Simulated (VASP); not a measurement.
A run of VASP 6.6.1 is set up as follows.

INCAR

```
SYSTEM = CdS
  PREC = Accurate
  ENCUT = 520
  EDIFF = 1E-7
  ISMEAR = 0
  SIGMA = 0.02
  LREAL = .False.
  LASPH = .True.
  NELM = 60
  ALGO = Normal
  ISIF = 2
  LWAVE = .False.
  LCHARG = .True.
  GGA = PE
  LELF = .True.
  LVHAR = .True.
  NBANDS = 16
```

KPOINTS

```
Automatic mesh
0
Gamma
  8 8 8
  0 0 0
```

POSCAR

```
CdS
1.0
    0.0000000000      2.6321823000      2.6321823000
    2.9813823000     -0.3492000000      2.9813823000
    2.6321823000      2.6321823000      0.0000000000
Cd S
1 1
Direct
   -0.0148801616      0.0446404847     -0.0148801616
    0.7648801616      0.7053595153      0.7648801616
```

Potentials or basis: VASP PAW PBE potentials, release 64 (Cd, S).

Launch:

```bash
$ cat potpaw_PBE.64/Cd/POTCAR potpaw_PBE.64/S/POTCAR > POTCAR
$ mpirun -np 1 vasp_std > vasp.out
```

Task: Estimate the pressure.

Result: 11.3 GPa.

Task: Predict the band gap on the k mesh.

Result: 0.50 eV, direct.

Stress tensor (GPa, compression positive):
```
11.33  2.32 -2.32
 2.32 11.33  2.32
-2.32  2.32 11.33
```

Caveat: the cell differs from its parent crystal (strained and its atoms moved).
